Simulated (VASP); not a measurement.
**MgCdC4N4: single point with PBE**

MgCdC4N4:

```
CELL_PARAMETERS angstrom
6.28130 0.00000 0.00000
0.00000 6.28130 0.00000
0.00000 0.00000 6.28130
ATOMIC_POSITIONS crystal
Mg 0.50000 0.50000 0.50000
Cd 0.00000 0.00000 0.00000
C 0.20472 0.20472 0.20472
C 0.20472 0.79528 0.79528
C 0.79528 0.20472 0.79528
C 0.79528 0.79528 0.20472
N 0.31173 0.31173 0.31173
N 0.31173 0.68827 0.68827
N 0.68827 0.31173 0.68827
N 0.68827 0.68827 0.31173
```

```
Program             : VASP 6.6.1
Task                : single point
Functional          : PBE
Potentials or basis : VASP PAW PBE potentials, release 64 (Mg, Cd, C, N)
Cutoff              : 520 eV
k mesh              : 4 × 4 × 4
Occupations         : gaussian, width 0.02 eV
Spin                : no spin polarisation
```

```json
{
 "Pressure": "0.4 GPa",
 "Largest force": "0.443 eV/Å",
 "Band gap on the k mesh": "6.16 eV (least direct gap 6.29 eV)"
}
```

Forces on the atoms (eV/Å):
```
Mg   0.000  0.000  0.000
Cd   0.000  0.000  0.000
C   -0.216 -0.216 -0.216
C   -0.216  0.216  0.216
C    0.216 -0.216  0.216
C    0.216  0.216 -0.216
N    0.256  0.256  0.256
N    0.256 -0.256 -0.256
N   -0.256  0.256 -0.256
N   -0.256 -0.256  0.256
```

Levels at points of the mesh, in eV from the valence-band top:
```
           k point  band 22  band 23  band 24  band 25  band 26  band 27  band 28  band 29
(0.00, 0.00, 0.00)    -0.78    -0.17    -0.17    -0.17     6.16     6.16     6.16     6.83
(0.50, 0.00, 0.00)    -0.83    -0.24    -0.01    -0.01     6.36     6.36     6.39     6.75
(0.50, 0.50, 0.00)    -0.65    -0.30     0.00     0.00     6.45     6.61     6.70     6.70
(0.50, 0.50, 0.50)    -0.69    -0.19    -0.19    -0.19     6.52     6.52     6.52     6.96
```

It took 2.2 min on 1 thread of Intel(R) Xeon(R) Platinum 8175M CPU @ 2.50GHz (Skylake/Cascade Lake), on a shared host, peak memory 0.36 GiB.

A k mesh can miss the band edges.
